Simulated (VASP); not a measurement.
Input of a VASP 6.6.1 run:

INCAR

```
SYSTEM = Ir
PREC = Accurate
ENCUT = 600
EDIFF = 1E-6
ISMEAR = -1
SIGMA = 0.08
LREAL = .False.
LASPH = .True.
NELM = 60
ALGO = Normal
ISIF = 4
LWAVE = .False.
LCHARG = .False.
GGA = PS
IBRION = 2
NSW = 50
EDIFFG = -0.005
```

Contents of KPOINTS:

```
Automatic mesh
0
Gamma
  16 16 9
  0 0 0
```

File POSCAR:

```
Ir
1.0
    2.6455677926      0.0000000000      0.0000000000
   -1.3227838963      2.2911289159      0.0000000000
    0.0000000000      0.0000000000      4.2871330121
Ir
2
Direct
    0.3333333333      0.6666666667      0.2500000000
    0.6666666667      0.3333333333      0.7500000000
```

Potentials or basis: VASP PAW PBE potentials, release 64 (Ir).

The run is started by

```console
$ cat potpaw_PBE.64/Ir/POTCAR > POTCAR
$ mpirun -np 1 vasp_std > vasp.out
```

Predict the band gap on the k mesh.

zero (bands 9 and 10 overlap by 3.81 eV).

Final structure:
```
Ir
1.0
     2.64376    0.00000    0.00000
    -1.32188    2.28956    0.00000
     0.00000    0.00000    4.29301
Ir
2
Cartesian
  0.0000 1.5264 1.0733
  1.3219 0.7632 3.2198
```

Caveat: spin-orbit coupling is left out, which moves the levels of the heavy elements.
